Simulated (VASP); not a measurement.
Write the native input for VASP 6.6.1 that does the following.

```yaml
Task: single point
Functional: PBEsol
Potentials_or_basis: VASP PAW PBE potentials, release 64 (Ge_d)
Cutoff: 520 eV
k_mesh: 11 × 11 × 3
Occupations: gaussian, width 0.15 eV
Spin: no spin polarisation
Dipole_correction: no
Further_INCAR_settings: ALGO = Fast; EDIFF = 1e-07; NBANDS = 66
```

The structure of Ge lies in POSCAR:

```
Ge
1.0
   -2.0020822485     -3.4677081753      0.0000000000
    2.0020822485     -3.4677081753      0.0000000000
    0.0000000000     -0.5777201820     13.1450496104
Ge
8
Direct
   -0.0130620505     -0.0130620505      0.1568073295
   -0.0285879495     -0.0285879495      0.3431926705
   -0.0547120505     -0.0547120505      0.6568073295
   -0.0702379495     -0.0702379495      0.8431926705
    0.6588248685      0.6588248685      0.0941392333
    0.2995251315      0.2995251315      0.4058607667
    0.2838415352      0.2838415352      0.5941392333
    0.5912084648      0.5912084648      0.9058607667
```

This cell differs from its parent crystal: the part above a cut slid along it.

These files were run (other wordings do the same):

INCAR

```
PREC = Accurate
ENCUT = 520
EDIFF = 1E-7
ISMEAR = 0
SIGMA = 0.15
LREAL = False
LASPH = True
NELM = 60
ALGO = Fast
ISIF = 2
LWAVE = False
LCHARG = False
GGA = PS
NBANDS = 66
```

KPOINTS

```
Automatic mesh
0
Gamma
  11 11 3
```

Potentials or basis: VASP PAW PBE potentials, release 64 (Ge_d).

Command:

```sh
$ cat potpaw_PBE.64/Ge_d/POTCAR > POTCAR
$ mpirun -np 1 vasp_std > vasp.out
```

It gave:

```json
{
 "Pressure": "-0.2 GPa",
 "Largest force": "0.567 eV/Å",
 "Band gap on the k mesh": "zero (bands 56 and 57 overlap by 0.04 eV)"
}
```

Caveat: the cell differs from its parent crystal (the part above a cut slid along it); semilocal functionals underestimate gaps, and a narrow one can read as zero; the PAW data sets were made with another functional, which shifts forces and pressure a little.

Wall time 35 min on 1 thread of Oxide Virtual Turin-like Processor, with other jobs on the host, peak memory 0.8 GiB.
